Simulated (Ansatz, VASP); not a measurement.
**Ti2TeP2: VASP beside Ansatz**

```xyz
5
Lattice="2.9667 -4.6174 0.0000 2.9667 4.6174 0.0000 0.0000 0.0000 3.4189" Properties=species:S:1:pos:R:3 pbc="T T T"
Ti    1.4834    2.3087    0.0000
Ti    1.4834   -2.3087    0.0000
Te    0.0000    0.0000    0.0000
P     2.9667   -1.1734    1.7095
P     2.9667    1.1734    1.7095
```

Alike in both runs: functional PBE; k mesh 6 × 6 × 10; occupations gaussian, width 0.1 eV; no spin polarisation.

Ansatz relaxed the structure, and its values are those at the end. VASP's run is a single point on that final structure, the one shown.

|  | VASP | Ansatz |
| --- | --- | --- |
| version | VASP 6.6.1 | Ansatz 0.2.0 |
| potentials or method | VASP PAW PBE potentials, release 64 (Ti_sv, Te, P), cutoff 520 eV | scalar-relativistic, plane waves, PAW |
| valence electrons in the cell | 40 | 50 |

```tsv
	VASP	Ansatz	Ansatz less VASP
gap on the k mesh at the Fermi level (eV)	none	none	-
pressure (GPa)	-0.1	0.0	+0.06
rms of the force components (eV/Å)	0.009	0.000	-0.0087
```

A gap of «none» marks a metal or a gap that the smearing closes. VASP's potentials hold 40 valence electrons a cell and Ansatz's 50, so a difference there can come from the potentials and not from the codes.

Neither program's run includes spin-orbit coupling.
